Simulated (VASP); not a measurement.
# BaZrO3 (Pm-3m) in VASP: notebook, part 2 of 2

VASP 6.6.1. Earlier steps stand in the parts before.

## (3) Single point, PBEsol

This run uses another cell than the first one, of 14.62 Å³/atom.

Input file INCAR:

```
ALGO = Normal
EDIFF = 1E-6
ENCUT = 520
GGA = PS
ISIF = 2
ISMEAR = -1
LASPH = T
LCHARG = F
LREAL = F
LWAVE = F
NBANDS = 28
NELM = 60
PREC = Accurate
SIGMA = 0.02
```

Input file KPOINTS:

```
k-points
0
Gamma
  6 6 6
```

Input file POSCAR:

```
BaZrO3
1.0
    4.1809823137      0.0000000000      0.0000000000
    0.0000000000      4.1809823137      0.0000000000
    0.0000000000      0.0000000000      4.1809823137
Ba Zr O
1 1 3
Direct
    0.0000000000      0.0000000000      0.0000000000
    0.5000000000      0.5000000000      0.5000000000
    0.0000000000      0.5000000000      0.5000000000
    0.5000000000      0.0000000000      0.5000000000
    0.5000000000      0.5000000000      0.0000000000
```

Potentials or basis: VASP PAW PBE potentials, release 64 (Ba_sv, Zr_sv, O).

Run with:

```sh
$ cat potpaw_PBE.64/Ba_sv/POTCAR potpaw_PBE.64/Zr_sv/POTCAR potpaw_PBE.64/O/POTCAR > POTCAR
$ mpirun -np 1 vasp_std > vasp.out
```

OUTCAR:

```text
EDIFF = 1E-6
   ENCUT = 520
   GGA = PS
   ISIF = 2
   ISMEAR = -1
   LASPH = T
   LREAL = F
   NELM = 60
   PREC = Accurate

 ion  position               nearest neighbor table
   1  0.000  0.000  0.000-   3 2.96   4 2.96   5 2.96   3 2.96   4 2.96   3 2.96   5 2.96   3 2.96
                             4 2.96   5 2.96   4 2.96   5 2.96   2 3.62   2 3.62   2 3.62   2 3.62
   2  0.500  0.500  0.500-   3 2.09   4 2.09   5 2.09   5 2.09   4 2.09   3 2.09   1 3.62   1 3.62
                             1 3.62   1 3.62   1 3.62   1 3.62   1 3.62   1 3.62
   3  0.000  0.500  0.500-   2 2.09   2 2.09   1 2.96   1 2.96   1 2.96   1 2.96
   4  0.500  0.000  0.500-   2 2.09   2 2.09   1 2.96   1 2.96   1 2.96   1 2.96
   5  0.500  0.500  0.000-   2 2.09   2 2.09   1 2.96   1 2.96   1 2.96   1 2.96

  LATTYP: Found a simple cubic cell.
 ALAT       =     4.1809823137

  Lattice vectors:

 A1 = (   4.1809823137,   0.0000000000,   0.0000000000)
 A2 = (   0.0000000000,   4.1809823137,   0.0000000000)
 A3 = (   0.0000000000,   0.0000000000,   4.1809823137)

Analysis of symmetry for initial positions (statically):
=====================================================================
 Subroutine PRICEL returns:
[... 175 lines left out ...]
 cond. band min:       6.8093659387   @ k =   0.0000   0.0000   0.0000
 fundamental gap:      3.1218032176
 Fermi energy:         4.1390783612

 k-point     1 :       0.0000    0.0000    0.0000
  band No.  band energies     occupation
      1     -43.1414      2.00000
      2     -21.5311      2.00000
      3     -21.3620      2.00000
      4     -21.3620      2.00000
      5     -21.3620      2.00000
      6     -12.6145      2.00000
[... 609 lines left out ...]
     27      12.9014      0.00000
     28      12.9014      0.00000

------------------------ aborting loop because EDIFF is reached ----------------------------------------

  FORCE on cell =-STRESS in cart. coord.  units (eV):
  Direction    XX          YY          ZZ          XY          YZ          ZX
  --------------------------------------------------------------------------------------
  -------------------------------------------------------------------------------------
  Total        0.5155284      0.5155284      0.5155284     -0.0000000     -0.0000000      0.0000000
  in kB       11.3012949     11.3012949     11.3012949     -0.0000000     -0.0000000      0.0000000
  external PRESSURE =      11.3012949 kB  Pullay stress =       0.0000000 kB

 VOLUME and BASIS-vectors are now :
 -----------------------------------------------------------------------------
  energy-cutoff  :      520.00
  volume of cell :       73.09
      direct lattice vectors                 reciprocal lattice vectors
     4.180982314  0.000000000  0.000000000     0.239178242  0.000000000  0.000000000
     0.000000000  4.180982314  0.000000000     0.000000000  0.239178242  0.000000000
     0.000000000  0.000000000  4.180982314     0.000000000  0.000000000  0.239178242

 POSITION                                       TOTAL-FORCE (eV/Angst)
 -----------------------------------------------------------------------------------
      0.00000      0.00000      0.00000         0.000000      0.000000      0.000000
      2.09049      2.09049      2.09049         0.000000      0.000000      0.000000
      0.00000      2.09049      2.09049         0.000000      0.000000      0.000000
      2.09049      0.00000      2.09049         0.000000      0.000000      0.000000
      2.09049      2.09049      0.00000         0.000000      0.000000      0.000000
 -----------------------------------------------------------------------------------
    total drift:                                0.000000     -0.000000     -0.000000

  FREE ENERGIE OF THE ION-ELECTRON SYSTEM (eV)
  ---------------------------------------------------
  free  energy   TOTEN  =       -43.6208071918 eV

  energy  without entropy=      -43.6208071918  energy(sigma->0) =      -43.62080719
```

Wall time 26 s (1 thread of Intel Xeon Platinum 8259CL at 2.50GHz (Skylake/Cascade Lake), shared host); peak memory 0.19 GiB.

Results:

```yaml
Free_energy: -43.6208 eV
Pressure: 1.1 GPa
Band_gap_on_the_k_mesh: 3.12 eV (least direct gap 3.33 eV)
```

Levels at points of the mesh, in eV from the valence-band top:
| k point | band 17 | band 18 | band 19 | band 20 | band 21 | band 22 | band 23 | band 24 |
| --- | --- | --- | --- | --- | --- | --- | --- | --- |
| (0.00, 0.00, 0.00) | -1.01 | -0.21 | -0.21 | -0.21 | 3.12 | 3.12 | 3.12 | 4.55 |
| (0.50, 0.00, 0.00) | -1.77 | -1.74 | -0.44 | -0.44 | 3.58 | 5.73 | 5.73 | 6.39 |
| (0.50, 0.50, 0.00) | -0.94 | -0.94 | -0.77 | -0.08 | 5.70 | 5.70 | 6.46 | 6.49 |
| (0.50, 0.50, 0.50) | -2.57 | 0.00 | 0.00 | 0.00 | 5.93 | 5.93 | 5.93 | 7.06 |

Caveat: the PAW data sets were made with another functional, which shifts forces and pressure a little; spin-orbit coupling is left out, which moves the levels of the heavy elements.

## (4) Single point, PBE

This run uses another cell than the first one, of 15.11 Å³/atom.

Input file INCAR:

```
ALGO = Normal
EDIFF = 1E-7
ENCUT = 520
GGA = PE
ISIF = 2
ISMEAR = -1
LASPH = True
LCHARG = False
LREAL = False
LWAVE = False
NBANDS = 28
NELM = 60
PREC = Accurate
SIGMA = 0.02
```

KPOINTS is that of step 3.

Edit POSCAR of step 3 so:

```diff
@@ -2,5 +2,5 @@
 1.0
-    4.1809823137      0.0000000000      0.0000000000
-    0.0000000000      4.1809823137      0.0000000000
-    0.0000000000      0.0000000000      4.1809823137
+    4.2272056373      0.0000000000      0.0000000000
+    0.0000000000      4.2272056373      0.0000000000
+    0.0000000000      0.0000000000      4.2272056373
 Ba Zr O
```

Run with:

```sh
$ cat potpaw_PBE.64/Ba_sv/POTCAR potpaw_PBE.64/Zr_sv/POTCAR potpaw_PBE.64/O/POTCAR > POTCAR
$ mpirun -np 1 vasp_std > vasp.out
```

Wall time 27 s (1 thread of Intel Xeon Platinum 8259CL at 2.50GHz (Skylake/Cascade Lake), shared host); peak memory 0.2 GiB.

It converged, with:

* Free energy: -41.7235 eV
* Pressure: 0.9 GPa
* Band gap on the k mesh: 3.13 eV (least direct gap 3.38 eV)

Levels at points of the mesh, in eV from the valence-band top:
```tsv
k point	band 18	band 19	band 20	band 21	band 22	band 23
(0.00, 0.00, 0.00)	-0.25	-0.25	-0.25	3.13	3.13	3.13
(0.50, 0.00, 0.00)	-1.61	-0.49	-0.49	3.55	5.54	5.54
(0.50, 0.50, 0.00)	-0.93	-0.85	-0.07	5.52	5.52	6.31
(0.50, 0.50, 0.50)	0.00	0.00	0.00	5.88	5.88	5.88
```

Caveat: spin-orbit coupling is left out, which moves the levels of the heavy elements.

## (5) Overview

| level | potentials or basis | cell | gap on the mesh (eV) | pressure (GPa) |
| --- | --- | --- | --- | --- |
| LDA | VASP PAW LDA potentials, release 64 (Ba_sv, Zr_sv, O) | a = 4.148 Å, 5 atoms | 3.13 | 1.5 |
| PBEsol | VASP PAW PBE potentials, release 64 (Ba_sv, Zr_sv, O) | a = 4.181 Å, 5 atoms | 3.12 | 1.1 |
| PBE | VASP PAW PBE potentials, release 64 (Ba_sv, Zr_sv, O) | a = 4.227 Å, 5 atoms | 3.13 | 0.9 |

Alike in all rows: task single point; no spin polarisation; k mesh 6 × 6 × 6; cutoff (eV) 520; smearing fermi-dirac 0.02 eV.

Caveats: spin-orbit coupling is left out, which moves the levels of the heavy elements; the PAW data sets were made with another functional, which shifts forces and pressure a little (at least some runs).

Absolute energies hang on the potentials; compare differences alone.
